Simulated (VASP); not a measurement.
# Au in VASP: single point with PBEsol

Aim: the single point of Au with PBEsol.

All numbers are computed with VASP 6.6.1; they aren't measurements. Logs are shortened: lines on timing, memory, paths and dates and some standing lists are left out, and cuts for length are marked.

## (1) The cell of the first run

The cell holds a slab with vacuum, 7 atoms: a = 2.820 Å, b = 2.885 Å, c = 29.402 Å, α = 90.00°, β = 90.00°, γ = 119.26°.

## (2) Single point, PBEsol

Contents of INCAR:

```
SYSTEM = Au
PREC = Accurate
ENCUT = 520
EDIFF = 1E-6
ISMEAR = 0
SIGMA = 0.1
LREAL = .FALSE.
LASPH = .TRUE.
NELM = 80
ALGO = Normal
ISIF = 2
LWAVE = .FALSE.
LCHARG = .FALSE.
LDIPOL = .TRUE.
IDIPOL = 3
DIPOL = 0.5 0.5 0.500
GGA = PS
NBANDS = 48
```

Contents of KPOINTS:

```
Automatic mesh
0
G
  14 14 1
  0 0 0
```

Contents of POSCAR:

```
Au
1.0
    2.8200300622      0.0000000000      0.0000000000
   -1.4100150311      2.5170030989      0.0000000000
    0.0000000000      0.0000000000     29.4020326985
Au
7
Direct
    0.3358435969      0.6716871938      0.2552867046
    0.6639797944      0.3279595887      0.3373979056
    0.3361141883      0.6722283766      0.4185621121
    0.6642609149      0.3285218297      0.4999999997
    0.3361141824      0.6722283648      0.5814378880
    0.6639797856      0.3279595713      0.6626020940
    0.3358435865      0.6716871731      0.7447132959
```

Potentials or basis: VASP PAW PBE potentials, release 64 (Au).

Started as:

```
$ cat potpaw_PBE.64/Au/POTCAR > POTCAR
$ mpirun -np 1 vasp_std > vasp.out
```

OUTCAR:

```text
SYSTEM = Au
   PREC = Accurate
   ENCUT = 520
   EDIFF = 1E-6
   ISMEAR = 0
   LREAL = .FALSE.
   LASPH = .TRUE.
   NELM = 80
   ISIF = 2
   GGA = PS

 ion  position               nearest neighbor table
   1  0.336  0.672  0.255-   2 2.93   2 2.93   2 2.93
   2  0.664  0.328  0.337-   3 2.90   3 2.90   3 2.90   1 2.93   1 2.93   1 2.93
   3  0.336  0.672  0.419-   2 2.90   2 2.90   2 2.90   4 2.91   4 2.91   4 2.91
   4  0.664  0.329  0.500-   3 2.91   5 2.91   3 2.91   3 2.91   5 2.91   5 2.91
   5  0.336  0.672  0.581-   6 2.90   6 2.90   6 2.90   4 2.91   4 2.91   4 2.91
   6  0.664  0.328  0.663-   5 2.90   5 2.90   5 2.90   7 2.93   7 2.93   7 2.93
   7  0.336  0.672  0.745-   6 2.93   6 2.93   6 2.93

  LATTYP: Found a base centered orthorhombic cell.
 ALAT       =     2.8200300622
 B/A-ratio  =     1.7850895511
 C/A-ratio  =    10.4261415836

  Lattice vectors:

 A1 = (   1.4100150311,  -2.5170030989,   0.0000000000)
 A2 = (   1.4100150311,   2.5170030989,   0.0000000000)
 A3 = (   0.0000000000,   0.0000000000,  29.4020326985)

Analysis of symmetry for initial positions (statically):
=====================================================================
 Subroutine PRICEL returns:
 Original cell was already a primitive cell.

 Routine SETGRP: Setting up the symmetry group for a
 base centered orthorhombic supercell.

 Subroutine GETGRP returns: Found  4 space group operations
 (whereof  4 operations were pure point group operations)
 out of a pool of  8 trial point group operations.

The static configuration has the point symmetry C_2v.

Analysis of symmetry for dynamics (positions and initial velocities):
=====================================================================
 Subroutine PRICEL returns:
 Original cell was already a primitive cell.

 Routine SETGRP: Setting up the symmetry group for a
 base centered orthorhombic supercell.

 Subroutine GETGRP returns: Found  4 space group operations
 (whereof  4 operations were pure point group operations)
 out of a pool of  8 trial point group operations.

The dynamic configuration has the point symmetry C_2v.

 Subroutine INISYM returns: Found  4 space group operations
 (whereof  4 operations are pure point group operations),
 and found     1 'primitive' translations

----------------------------------------------------------------------------------------

                                     Primitive cell

  volume of cell :     208.6963

  direct lattice vectors                    reciprocal lattice vectors
     2.820030062  0.000000000  0.000000000     0.354606149  0.198648941  0.000000000
    -1.410015031  2.517003099  0.000000000     0.000000000  0.397297882  0.000000000
     0.000000000  0.000000000 29.402032699     0.000000000  0.000000000  0.034011254

  length of vectors
     2.820030062  2.885038472 29.402032699     0.406456544  0.397297882  0.034011254

  position of ions in fractional coordinates (direct lattice)
     0.335843597  0.671687194  0.255286705
     0.663979794  0.327959589  0.337397906
     0.336114188  0.672228377  0.418562112
     0.664260915  0.328521830  0.500000000
     0.336114182  0.672228365  0.581437888
     0.663979786  0.327959571  0.662602094
     0.335843586  0.671687173  0.744713296

  ion indices of the primitive-cell ions
   primitive index   ion index
                 1           1
                 2           2
                 3           3
                 4           4
                 5           5
                 6           6
                 7           7

----------------------------------------------------------------------------------------

 KPOINTS: Automatic mesh

Automatic generation of k-mesh.
 Grid dimensions read from file:
 generate k-points for:   14   14    1

 Generating k-lattice:

  Cartesian coordinates                     Fractional coordinates (reciprocal lattice)
     0.025329011  0.014189210  0.000000000     0.071428571  0.000000000  0.000000000
     0.000000000  0.028378420  0.000000000     0.000000000  0.071428571  0.000000000
     0.000000000  0.000000000  0.034011254     0.000000000  0.000000000  1.000000000

  Length of vectors
     0.029032610  0.028378420  0.034011254

  Shift w.r.t. Gamma in fractional coordinates (k-lattice)
     0.000000000  0.000000000  0.000000000

 Subroutine IBZKPT returns following result:
 ===========================================

 Found     57 irreducible k-points:

 Following reciprocal coordinates:
            Coordinates               Weight
  0.000000  0.000000  0.000000      1.000000
  0.071429  0.000000  0.000000      4.000000
  0.142857  0.000000  0.000000      4.000000
  0.214286 -0.000000  0.000000      4.000000
  0.285714 -0.000000  0.000000      4.000000
  0.357143 -0.000000  0.000000      4.000000
[... 16 lines left out ...]
  0.071429  0.142857  0.000000      4.000000
  0.142857  0.142857  0.000000      4.000000
 [... further k-points ...]
   k-points           NKPTS =     57   k-points in BZ     NKDIM =     57   number of bands    NBANDS=     48
   number of dos      NEDOS =    301   number of ions     NIONS =      7
   total plane-waves  NPLWV = 129024
   dimension x,y,z NGX =    24 NGY =   24 NGZ =  224
   dimension x,y,z NGXF=    48 NGYF=   48 NGZF=  448
   ions per type =               7
   NGX,Y,Z   is equivalent  to a cutoff of  14.15, 13.83, 12.67 a.u.
   NGXF,Y,Z  is equivalent  to a cutoff of  28.30, 27.66, 25.33 a.u.
 SYSTEM =  Au
   PREC   = accura    normal or accurate (medium, high low for compatibility)
   ISTART =      0    job   : 0-new  1-cont  2-samecut
   ICHARG =      2    charge: 1-file 2-atom 10-const
   ISPIN  =      1    spin polarized calculation?
   LNONCOLLINEAR =      F non collinear calculations
   LSORBIT =      F    spin-orbit coupling
   LASPH  =      T    aspherical Exc in radial PAW
   ENCUT  =  520.0 eV  38.22 Ry    6.18 a.u.   5.24  5.36 54.67*2*pi/ulx,y,z
   NELM   =     80;   NELMIN=  2; NELMDL= -5     # of ELM steps
   EDIFF  = 0.1E-05   stopping-criterion for ELM
   LREAL  =      F    real-space projection
   EDIFFG = 0.1E-04   stopping-criterion for IOM
   NSW    =      0    number of steps for IOM
   IBRION =     -1    ionic relax: 0-MD 1-quasi-New 2-CG
   NFREE  =      0    steps in history (QN), initial steepest desc. (CG)
   ISIF   =      2    stress and relaxation
   ISYM   =      2    0-nonsym 1-usesym 2-fastsym
   POTIM  = 0.5000    time-step for ionic-motion
   TEBEG  =    0.0;   TEEND  =   0.0 temperature during run
   PSTRESS=    0.0 pullay stress
   NELECT =      77.0000    total number of electrons
   NUPDOWN=      -1.0000    fix difference up-down
   EMIN   =  10.00;   EMAX   =-10.00  energy-range for DOS
   EFERMI =   0.00;   METHOD = LEGACY
   ISMEAR =     0;   SIGMA  =   0.10  broadening in eV -4-tet -1-fermi 0-gaus
   EFERMI_NEDOS =   21; number of points for ismear=-14 and -15
   IALGO  =     38    algorithm
   IMIX   =      4    mixing-type and parameters
     AMIX     =   0.40;   BMIX     =  1.00
     AMIX_MAG =   1.60;   BMIX_MAG =  1.00
  volume/ion in A,a.u.               =      29.81       201.19
  Fermi-wavevector in a.u.,A,eV,Ry     =   1.174177  2.218872 18.758229  1.378691
  Thomas-Fermi vector in A             =   2.310578
   LORBIT       =      0    0 simple, 1 ext, 2 COOP (PROOUT), +10 PAW based schemes
   GGA     = PS    functional components
   LHFCALC =     F    Hartree Fock is set to
   AEXX    =    0.0000 exact exchange contribution
   IVDW    =     0    specifies the selected vdW correction
   LEPSILON=     F    determine dielectric tensor
   LRPA    =     F    only Hartree local field effects (RPA)
 non-spin polarized calculation
 Gauss-broadening in eV      SIGMA  =   0.10
  energy-cutoff  :      520.00
  volume of cell :      208.70
 maximum number of plane-waves:      5689
 NGX is ok and might be reduce to    24
   NGX = 11   NGY = 11   NGZ =109

 dipolmoment           0.000000      0.000000     -0.000000 electrons x Angstroem

 number of electron      76.9999998 magnetization

 dipolmoment           0.000000      0.000000      0.000000 electrons x Angstroem

 Free energy of the ion-electron system (eV)
  ---------------------------------------------------
  ext. energy  EPLUGINS =         0.00000000
  ---------------------------------------------------
  free energy    TOTEN  =       -26.57504496 eV

  energy without entropy =      -26.56237341  energy(sigma->0) =      -26.56870919

 E-fermi :   3.0099     XC(G=0):  -7.8775

 val. band max:        2.9880709081   @ k =   0.3571   0.1429   0.0000
 cond. band min:       3.0166384365   @ k =   0.4286   0.0714   0.0000
 fundamental gap:      0.0285675284
 Fermi energy:         3.0098671439

 k-point     1 :       0.0000    0.0000    0.0000
  band No.  band energies     occupation
      1      -6.7714      2.00000
      2      -6.3021      2.00000
      3      -5.6256      2.00000
      4      -4.9277      2.00000
      5      -4.5095      2.00000
      6      -4.2764      2.00000
[... 40 lines left out ...]
     47       9.4812      0.00000
     48       9.4857      0.00000

 k-point     2 :       0.0714    0.0000    0.0000
  band No.  band energies     occupation
      1      -6.6070      2.00000
      2      -6.1400      2.00000
      3      -5.4650      2.00000
      4      -4.7663      2.00000
      5      -4.3564      2.00000
      6      -4.1249      2.00000
[... 40 lines left out ...]
     47       9.5895      0.00000
     48       9.6078      0.00000

 k-point     3 :       0.1429    0.0000    0.0000
  band No.  band energies     occupation
      1      -6.1335      2.00000
      2      -5.6781      2.00000
      3      -5.0156      2.00000
      4      -4.3216      2.00000
      5      -3.9443      2.00000
      6      -3.7094      2.00000
[... 40 lines left out ...]
     47       9.9164      0.00000
     48       9.9716      0.00000

 k-point     4 :       0.2143   -0.0000    0.0000
  band No.  band energies     occupation
      1      -5.4245      2.00000
      2      -5.0112      2.00000
      3      -4.4123      2.00000
      4      -3.7768      2.00000
      5      -3.4857      2.00000
      6      -3.2351      2.00000
[... 958 lines left out ...]
     47       9.8784      0.00000
     48       9.9437      0.00000

 k-point    23 :       0.0714    0.1429    0.0000
  band No.  band energies     occupation
      1      -5.7399      2.00000
      2      -5.3055      2.00000
      3      -4.6732      2.00000
      4      -4.0036      2.00000
      5      -3.6708      2.00000
      6      -3.4207      2.00000
[... 40 lines left out ...]
     47      10.1901      0.00000
     48      10.2891      0.00000

 k-point    24 :       0.1429    0.1429    0.0000
  band No.  band energies     occupation
      1      -5.0675      2.00000
      2      -4.6797      2.00000
      3      -4.1150      2.00000
      4      -3.4953      2.00000
      5      -3.1984      2.00000
      6      -2.9729      2.00000
[... 40 lines left out ...]
     47      10.7165      0.00000
     48      10.8584      0.00000

 [... further k-points ...]

------------------------ aborting loop because EDIFF is reached ----------------------------------------

 vacuum level on the upper side and lower side of the slab       (xc-potential included)        -0.009        -0.009

  FORCE on cell =-STRESS in cart. coord.  units (eV):
  Direction    XX          YY          ZZ          XY          YZ          ZX
  --------------------------------------------------------------------------------------
  -------------------------------------------------------------------------------------
  Total       -2.4100459     -2.6841531     -0.1970106      0.0000000      0.0000000      0.0000000
  in kB      -18.5021010    -20.6064427     -1.5124651      0.0000000      0.0000000      0.0000000
  external PRESSURE =     -13.5403363 kB  Pullay stress =       0.0000000 kB

 VOLUME and BASIS-vectors are now :
 -----------------------------------------------------------------------------
  energy-cutoff  :      520.00
  volume of cell :      208.70
      direct lattice vectors                 reciprocal lattice vectors
     2.820030062  0.000000000  0.000000000     0.354606149  0.198648941  0.000000000
    -1.410015031  2.517003099  0.000000000     0.000000000  0.397297882  0.000000000
     0.000000000  0.000000000 29.402032699     0.000000000  0.000000000  0.034011254

 POSITION                                       TOTAL-FORCE (eV/Angst)
 -----------------------------------------------------------------------------------
      0.00000      1.69064      7.50595         0.000000     -0.000672      0.007702
      1.41002      0.82548      9.92018        -0.000000      0.000657     -0.000648
      0.00000      1.69200     12.30658         0.000000     -0.000336      0.000395
      1.41002      0.82689     14.70102         0.000000      0.000702      0.000000
      0.00000      1.69200     17.09546         0.000000     -0.000336     -0.000395
      1.41002      0.82548     19.48185        -0.000000      0.000657      0.000648
     -0.00000      1.69064     21.89608         0.000000     -0.000672     -0.007702
 -----------------------------------------------------------------------------------
    total drift:                               -0.000000     -0.000037      0.000003

  FREE ENERGIE OF THE ION-ELECTRON SYSTEM (eV)
  ---------------------------------------------------
  free  energy   TOTEN  =       -26.5750449595 eV

  energy  without entropy=      -26.5623734114  energy(sigma->0) =      -26.56870919

 vacuum level on the upper side and lower side of the slab         8.282         8.282
```

Run time: 7.2 min. Hardware: 1 thread of AMD EPYC 9R45 (Zen 5), shared host; peak memory 0.57 GiB.

Results:

```
Free energy            : -26.5750 eV
Largest force          : 0.008 eV/Å
Band gap on the k mesh : zero (an odd number of electrons rules out a gap without spin polarisation)
```

Forces on the atoms (eV/Å):
```
Au   0.000 -0.001  0.008
Au   0.000  0.001 -0.001
Au   0.000  0.000  0.000
Au   0.000  0.001  0.000
Au   0.000  0.000  0.000
Au   0.000  0.001  0.001
Au   0.000 -0.001 -0.008
```

Caveat: the PAW data sets were made with another functional, which shifts forces and pressure a little; spin-orbit coupling is left out, which moves the levels of the heavy elements.

The gap in the log of VASP goes by the Fermi energy; the results here count the filled bands.